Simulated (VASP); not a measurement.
# Hf (P-1) in VASP: single point with LDA

Aim: the single point of Hf with LDA.

Program: VASP 6.6.1. These are calculated values, not measurements. Logs are shortened: lines on timing, memory, paths and dates and some standing lists are left out, and cuts for length are marked.

### 1 The cell of the first run

The typed cell holds 1 atom: a = 3.013 Å, b = 3.005 Å, c = 2.995 Å, α = 104.77°, β = 105.30°, γ = 118.67°.

### 2 Single point, LDA

Input file INCAR:

```
SYSTEM = Hf
  ALGO = Normal
  EDIFF = 1E-6
  ENCUT = 520
  GGA = CA
  ISIF = 2
  ISMEAR = -1
  LASPH = .True.
  LCHARG = .False.
  LREAL = .False.
  LWAVE = .False.
  NBANDS = 11
  NELM = 100
  PREC = Accurate
  SIGMA = 0.05
```

Input file KPOINTS:

```
k-points
0
Gamma
  11 10 10
  0 0 0
```

Input file POSCAR:

```
Hf
1.0
   -1.8266244457      1.8299251746      1.5462090450
    1.8412122300     -1.8220468999      1.5224307291
    1.8204380602      1.8146930977     -1.5368671980
Hf
1
Direct
    0.0000000000      0.0000000000      0.0000000000
```

Potentials or basis: VASP PAW LDA potentials, release 64 (Hf_pv).

Run with:

```bash
> cat potpaw_LDA.64/Hf_pv/POTCAR > POTCAR
> mpirun -np 1 vasp_std > vasp.out
```

OUTCAR:

```text
SYSTEM = Hf
   EDIFF = 1E-6
   ENCUT = 520
   GGA = CA
   ISIF = 2
   ISMEAR = -1
   LASPH = .True.
   LREAL = .False.
   NELM = 100
   PREC = Accurate

 ion  position               nearest neighbor table
   1  0.000  0.000  0.000-

  LATTYP: Found a triclinic cell.
 ALAT       =     3.0058964524
 B/A-ratio  =     1.2181677550
 C/A-ratio  =     1.0208883138
 COS(alpha) =     0.0008060391
 COS(beta)  =     0.5140405285
 COS(gamma) =     0.6072426297

  Lattice vectors:

 A1 = (  -1.8350258445,  -1.8225713724,  -1.5317725761)
 A2 = (  -3.6616502902,   0.0073538022,   0.0144364689)
 A3 = (  -0.0145877843,  -0.0078782747,  -3.0686397741)

Analysis of symmetry for initial positions (statically):
=====================================================================
 Subroutine PRICEL returns:
 Original cell was already a primitive cell.

 Routine SETGRP: Setting up the symmetry group for a
 triclinic supercell.

 Subroutine GETGRP returns: Found  2 space group operations
 (whereof  2 operations were pure point group operations)
 out of a pool of  2 trial point group operations.

The static configuration has the point symmetry S_2 .

Analysis of symmetry for dynamics (positions and initial velocities):
=====================================================================
 Subroutine PRICEL returns:
 Original cell was already a primitive cell.

 Routine SETGRP: Setting up the symmetry group for a
 triclinic supercell.

 Subroutine GETGRP returns: Found  2 space group operations
 (whereof  2 operations were pure point group operations)
 out of a pool of  2 trial point group operations.

The dynamic configuration has the point symmetry S_2 .

 Subroutine INISYM returns: Found  2 space group operations
 (whereof  2 operations are pure point group operations),
 and found     1 'primitive' translations

----------------------------------------------------------------------------------------

                                     Primitive cell

  volume of cell :      20.4762

  direct lattice vectors                    reciprocal lattice vectors
    -1.826624446  1.829925175  1.546209045     0.001831377  0.273546803  0.325166289
     1.841212230 -1.822046900  1.522430729     0.274379836 -0.000366211  0.324573871
     1.820438060  1.814693098 -1.536867198     0.273644975  0.274846786 -0.002006489

  length of vectors
     3.012630980  3.004615234  2.994839988     0.424928609  0.425008972  0.387848365

  position of ions in fractional coordinates (direct lattice)
     0.000000000  0.000000000  0.000000000

  ion indices of the primitive-cell ions
   primitive index   ion index
                 1           1

----------------------------------------------------------------------------------------

 KPOINTS: k-points

Automatic generation of k-mesh.
 Grid dimensions read from file:
 generate k-points for:   11   10   10

 Generating k-lattice:

  Cartesian coordinates                     Fractional coordinates (reciprocal lattice)
     0.000166489  0.024867891  0.029560572     0.090909091  0.000000000  0.000000000
     0.027437984 -0.000036621  0.032457387     0.000000000  0.100000000 -0.000000000
     0.027364498  0.027484679 -0.000200649     0.000000000 -0.000000000  0.100000000

  Length of vectors
     0.038629874  0.042500897  0.038784836

  Shift w.r.t. Gamma in fractional coordinates (k-lattice)
     0.000000000  0.000000000  0.000000000

 Subroutine IBZKPT returns following result:
 ===========================================

 Found    552 irreducible k-points:

 Following reciprocal coordinates:
            Coordinates               Weight
  0.000000  0.000000  0.000000      1.000000
  0.090909  0.000000 -0.000000      2.000000
  0.181818  0.000000 -0.000000      2.000000
  0.272727  0.000000  0.000000      2.000000
  0.363636  0.000000 -0.000000      2.000000
  0.454545 -0.000000 -0.000000      2.000000
[... 16 lines left out ...]
  0.454545  0.200000 -0.000000      2.000000
 -0.454545  0.200000  0.000000      2.000000
 [... further k-points ...]
   k-points           NKPTS =    552   k-points in BZ     NKDIM =    552   number of bands    NBANDS=     11
   number of dos      NEDOS =    301   number of ions     NIONS =      1
   total plane-waves  NPLWV =  13824
   dimension x,y,z NGX =    24 NGY =   24 NGZ =   24
   dimension x,y,z NGXF=    48 NGYF=   48 NGZF=   48
   ions per type =               1
   NGX,Y,Z   is equivalent  to a cutoff of  13.24, 13.28, 13.32 a.u.
   NGXF,Y,Z  is equivalent  to a cutoff of  26.49, 26.56, 26.65 a.u.
 SYSTEM =  Hf
   PREC   = accura    normal or accurate (medium, high low for compatibility)
   ISTART =      0    job   : 0-new  1-cont  2-samecut
   ICHARG =      2    charge: 1-file 2-atom 10-const
   ISPIN  =      1    spin polarized calculation?
   LNONCOLLINEAR =      F non collinear calculations
   LSORBIT =      F    spin-orbit coupling
   LASPH  =      T    aspherical Exc in radial PAW
   ENCUT  =  520.0 eV  38.22 Ry    6.18 a.u.   5.60  5.59  5.57*2*pi/ulx,y,z
   NELM   =    100;   NELMIN=  2; NELMDL= -5     # of ELM steps
   EDIFF  = 0.1E-05   stopping-criterion for ELM
   LREAL  =      F    real-space projection
   EDIFFG = 0.1E-04   stopping-criterion for IOM
   NSW    =      0    number of steps for IOM
   IBRION =     -1    ionic relax: 0-MD 1-quasi-New 2-CG
   NFREE  =      0    steps in history (QN), initial steepest desc. (CG)
   ISIF   =      2    stress and relaxation
   ISYM   =      2    0-nonsym 1-usesym 2-fastsym
   POTIM  = 0.5000    time-step for ionic-motion
   TEBEG  =    0.0;   TEEND  =   0.0 temperature during run
   PSTRESS=    0.0 pullay stress
   NELECT =      10.0000    total number of electrons
   NUPDOWN=      -1.0000    fix difference up-down
   EMIN   =  10.00;   EMAX   =-10.00  energy-range for DOS
   EFERMI =   0.00;   METHOD = LEGACY
   ISMEAR =    -1;   SIGMA  =   0.05  broadening in eV -4-tet -1-fermi 0-gaus
   EFERMI_NEDOS =   21; number of points for ismear=-14 and -15
   IALGO  =     38    algorithm
   IMIX   =      4    mixing-type and parameters
     AMIX     =   0.40;   BMIX     =  1.00
     AMIX_MAG =   1.60;   BMIX_MAG =  1.00
  volume/ion in A,a.u.               =      20.48       138.18
  Fermi-wavevector in a.u.,A,eV,Ry     =   1.289215  2.436263 22.613901  1.662075
  Thomas-Fermi vector in A             =   2.421121
   LORBIT       =      0    0 simple, 1 ext, 2 COOP (PROOUT), +10 PAW based schemes
   GGA     = CA    functional components
   LHFCALC =     F    Hartree Fock is set to
   AEXX    =    0.0000 exact exchange contribution
   IVDW    =     0    specifies the selected vdW correction
   LEPSILON=     F    determine dielectric tensor
   LRPA    =     F    only Hartree local field effects (RPA)
 non-spin polarized calculation
  energy-cutoff  :      520.00
  volume of cell :       20.48
 maximum number of plane-waves:       563
   NGX = 11   NGY = 11   NGZ = 11

 number of electron      10.0000000 magnetization

 number of electron       9.9999998 magnetization

 Free energy of the ion-electron system (eV)
  ---------------------------------------------------
  ext. energy  EPLUGINS =         0.00000000
  ---------------------------------------------------
  free energy    TOTEN  =       -10.59492946 eV

  energy without entropy =      -10.58453040  energy(sigma->0) =      -10.58972993

 E-fermi :   5.1452     XC(G=0): -11.8713

 val. band max:        5.1428274792   @ k =  -0.2727   0.5000   0.1000
 cond. band min:       5.1500640292   @ k =  -0.4545  -0.0000   0.2000
 fundamental gap:      0.0072365500
 Fermi energy:         5.1452368964

 k-point     1 :       0.0000    0.0000    0.0000
  band No.  band energies     occupation
      1     -24.2997      2.00000
      2     -24.2813      2.00000
      3     -24.2120      2.00000
      4      -2.1649      2.00000
      5       5.2988      0.08859
      6       7.6050      0.00000
      7       7.6635      0.00000
      8       7.8310      0.00000
      9      10.9429      0.00000
     10      18.0697      0.00000
     11      18.1567      0.00000

 k-point     2 :       0.0909    0.0000   -0.0000
  band No.  band energies     occupation
      1     -24.3598      2.00000
      2     -24.3172      2.00000
      3     -24.2568      2.00000
      4      -1.7977      2.00000
      5       5.3754      0.01986
      6       7.2915      0.00000
      7       7.5303      0.00000
      8       8.0557      0.00000
      9      10.5955      0.00000
     10      17.6910      0.00000
     11      18.8202      0.00000

 k-point     3 :       0.1818    0.0000   -0.0000
  band No.  band energies     occupation
      1     -24.6093      2.00000
      2     -24.3956      2.00000
      3     -24.2970      2.00000
      4      -0.7974      2.00000
      5       5.2131      0.40930
      6       6.4231      0.00000
      7       7.8784      0.00000
      8       8.7346      0.00000
      9      10.0767      0.00000
     10      17.6899      0.00000
     11      19.6596      0.00000

 k-point     4 :       0.2727    0.0000    0.0000
  band No.  band energies     occupation
      1     -24.9349      2.00000
      2     -24.4943      2.00000
      3     -24.3358      2.00000
      4       0.4762      2.00000
      5       4.6377      1.99992
      6       5.7227      0.00002
      7       9.1598      0.00000
      8       9.6764      0.00000
      9       9.8852      0.00000
     10      17.6819      0.00000
     11      18.2444      0.00000

 k-point     5 :       0.3636    0.0000   -0.0000
  band No.  band energies     occupation
      1     -25.2206      2.00000
      2     -24.5832      2.00000
      3     -24.3697      2.00000
      4       1.3207      2.00000
      5       4.0818      2.00000
      6       5.9830      0.00000
      7       9.6107      0.00000
      8      11.0052      0.00000
      9      11.0830      0.00000
     10      16.6994      0.00000
     11      17.6903      0.00000
[... 211 lines left out ...]
 k-point    21 :       0.2727    0.2000    0.0000
  band No.  band energies     occupation
      1     -25.2636      2.00000
      2     -24.6651      2.00000
      3     -24.4746      2.00000
      4       2.2454      2.00000
      5       4.1616      2.00000
      6       5.2906      0.10361
      7       8.8878      0.00000
      8      12.2373      0.00000
      9      12.5260      0.00000
     10      16.6877      0.00000
     11      17.7219      0.00000

 k-point    22 :       0.3636    0.2000    0.0000
  band No.  band energies     occupation
      1     -25.2906      2.00000
      2     -24.7739      2.00000
      3     -24.4643      2.00000
      4       2.4401      2.00000
      5       3.9828      2.00000
      6       5.9638      0.00000
      7       9.0867      0.00000
      8      12.1537      0.00000
      9      13.6609      0.00000
     10      15.3077      0.00000
     11      17.6400      0.00000

 k-point    23 :       0.4545    0.2000   -0.0000
  band No.  band energies     occupation
      1     -25.2276      2.00000
      2     -24.7936      2.00000
      3     -24.4274      2.00000
      4       2.4680      2.00000
      5       4.1395      2.00000
      6       5.7094      0.00003
      7       9.2188      0.00000
      8      10.7653      0.00000
      9      14.1570      0.00000
     10      15.0065      0.00000
     11      17.6974      0.00000

 k-point    24 :      -0.4545    0.2000    0.0000
  band No.  band energies     occupation
      1     -25.1225      2.00000
      2     -24.6877      2.00000
      3     -24.3739      2.00000
      4       2.0801      2.00000
      5       4.3480      2.00000
      6       5.2561      0.19655
      7       9.2558      0.00000
      8       9.6625      0.00000
      9      12.6859      0.00000
     10      16.3902      0.00000
     11      17.7057      0.00000

 [... further k-points ...]

------------------------ aborting loop because EDIFF is reached ----------------------------------------

  FORCE on cell =-STRESS in cart. coord.  units (eV):
  Direction    XX          YY          ZZ          XY          YZ          ZX
  --------------------------------------------------------------------------------------
  -------------------------------------------------------------------------------------
  Total        0.0279123      0.0281145      0.0224211      0.0002772     -0.0023908      0.0015546
  in kB        2.1840286      2.1998469      1.7543609      0.0216887     -0.1870670      0.1216435
  external PRESSURE =       2.0460788 kB  Pullay stress =       0.0000000 kB

 VOLUME and BASIS-vectors are now :
 -----------------------------------------------------------------------------
  energy-cutoff  :      520.00
  volume of cell :       20.48
      direct lattice vectors                 reciprocal lattice vectors
    -1.826624446  1.829925175  1.546209045     0.001831377  0.273546803  0.325166289
     1.841212230 -1.822046900  1.522430729     0.274379836 -0.000366211  0.324573871
     1.820438060  1.814693098 -1.536867198     0.273644975  0.274846786 -0.002006489

 POSITION                                       TOTAL-FORCE (eV/Angst)
 -----------------------------------------------------------------------------------
      0.00000      0.00000      0.00000         0.000000      0.000000      0.000000
 -----------------------------------------------------------------------------------
    total drift:                                0.000000      0.000000      0.000000

  FREE ENERGIE OF THE ION-ELECTRON SYSTEM (eV)
  ---------------------------------------------------
  free  energy   TOTEN  =       -10.5949294556 eV

  energy  without entropy=      -10.5845303953  energy(sigma->0) =      -10.58972993
```

It took 24 s on 1 thread of Intel Xeon 6975P-C (Granite Rapids), shared host; peak memory 0.23 GiB.

Results:

- Free energy: -10.5949 eV
- Pressure: 0.2 GPa
- Band gap on the k mesh: zero (band 5 reaches 5.98 eV, above the bottom of band 6 at 4.55 eV)

Caveat: spin-orbit coupling is left out, which moves the levels of the heavy elements.
